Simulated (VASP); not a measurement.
A run of VASP 6.6.1:

File INCAR:

```
SYSTEM = BAs
  ALGO = Normal
  EDIFF = 1E-6
  ENCUT = 520
  GGA = PE
  ISIF = 2
  ISMEAR = 0
  LASPH = .True.
  LCHARG = .True.
  LELF = .True.
  LREAL = .False.
  LVHAR = .True.
  LWAVE = .False.
  NBANDS = 11
  NELM = 100
  PREC = Accurate
  SIGMA = 0.01
```

KPOINTS

```
k-points
0
Gamma
  10 10 10
  0 0 0
```

File POSCAR:

```
BAs
1.0
    0.0000000000      2.4205695641      2.4205695641
    2.4205695641      0.0000000000      2.4205695641
    2.4205695641      2.4205695641      0.0000000000
B As
1 1
Direct
    0.0000000000      0.0000000000      0.0000000000
    0.7500000000      0.7500000000      0.7500000000
```

Potentials or basis: VASP PAW PBE potentials, release 64 (B, As).

Command:

```sh
$ cat potpaw_PBE.64/B/POTCAR potpaw_PBE.64/As/POTCAR > POTCAR
$ mpirun -np 1 vasp_std > vasp.out
```

Hardware: 1 thread of Intel Xeon 8259CL (shared host).

Q: Estimate the wall time of this run.

A: It took 24 s on 1 thread of Intel Xeon 8259CL, on a shared host, peak memory 0.16 GiB. Counts: scf iterations 12, k points 47.
